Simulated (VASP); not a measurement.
Set up this calculation in VASP 6.6.1, as the native input.

* Task: single point
* Functional: LDA
* Potentials or basis: VASP PAW LDA potentials, release 64 (Sn_d, O)
* Cutoff: 520 eV
* k mesh: 4 × 4 × 6
* Occupations: gaussian, width 0.01 eV
* Spin: no spin polarisation
* Dipole correction: no
* Further INCAR settings: ALGO = Normal; EDIFF = 1e-07; NBANDS = 35

The structure of SnO2 (Cassiterite) lies in POSCAR:

```
SnO2
1.0
    4.7227635407      0.0000000000      0.0000000000
    0.0000000000      4.7227635407      0.0000000000
    0.0000000000      0.0000000000      3.1902679616
Sn O
2 4
Direct
    0.0000000000      0.0000000000      0.0000000000
    0.5000000000      0.5000000000      0.5000000000
    0.3060654238      0.3060654238      0.0000000000
    0.1939345762      0.8060654238      0.5000000000
    0.6939345762      0.6939345762      0.0000000000
    0.8060654238      0.1939345762      0.5000000000
```

The input as run:

INCAR

```
PREC = Accurate
ENCUT = 520
EDIFF = 1E-7
ISMEAR = 0
SIGMA = 0.01
LREAL = False
LASPH = True
NELM = 100
ALGO = Normal
ISIF = 2
LWAVE = False
LCHARG = False
GGA = CA
NBANDS = 35
```

KPOINTS

```
regular mesh
0
Gamma
  4 4 6
```

Potentials or basis: VASP PAW LDA potentials, release 64 (Sn_d, O).

Launch:

```console
$ cat potpaw_LDA.64/Sn_d/POTCAR potpaw_LDA.64/O/POTCAR > POTCAR
$ mpirun -np 1 vasp_std > vasp.out
```

Results of the run:

* Pressure: 1.0 GPa
* Largest force: 0.020 eV/Å
* Band gap on the k mesh: 1.19 eV, direct

Caveat: spin-orbit coupling is left out, which moves the levels of the heavy elements.

Run time: 18 s on 1 thread of Intel(R) Xeon(R) 6975P-C (Granite Rapids), on a shared host, peak memory 0.17 GiB.
